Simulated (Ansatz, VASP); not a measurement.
# CuO in VASP and in Ansatz

```
Cu O
1.0
     2.34185   -1.71130    0.00000
     2.34185    1.71130    0.00000
    -0.85003    0.00000    5.05787
Cu O
2 2
Cartesian
  0.7459 -0.8557 2.5289
  1.1709 0.8557 0.0000
  1.7043 0.2793 3.7934
  2.1293 -0.2793 1.2645
```

Alike in both runs: task single point; functional PBE-based screened hybrid; k mesh 6 × 6 × 3; occupations fermi-dirac, width 0.05 eV; no spin polarisation.

|  | VASP | Ansatz |
| --- | --- | --- |
| version | VASP 6.6.1 | Ansatz 0.2.0 |
| potentials or method | VASP PAW PBE potentials, release 64 (Cu, O) | Ansatz PAW |
| plane-wave cutoff (eV) | 520 | 420 |
| valence electrons in the cell | 34 | 50 |

|  | VASP | Ansatz | Ansatz less VASP |
| --- | --- | --- | --- |
| gap on the k mesh at the Fermi level (eV) | none | none | - |
| pressure (GPa) | 3.1 | 2.3 | -0.78 |
| traceless stress, the component that is largest in VASP (GPa) | -1.11 | -1.36 | -0.255 |
| rms of the force components (eV/Å) | 0.094 | 0.111 | +0.0170 |

VASP's potentials were made for PBE, not for PBE-based screened hybrid. Atom by atom the forces differ by 0.017 eV/Å (rms over components). A gap of «none» marks a metal or a gap that the smearing closes. With one functional, cell and mesh, what is left measures potentials, basis and numerics. VASP's potentials hold 34 valence electrons a cell and Ansatz's 50, so a difference there can come from the potentials and not from the codes.

The k mesh is coarse, so the values compare programs but aren't converged.
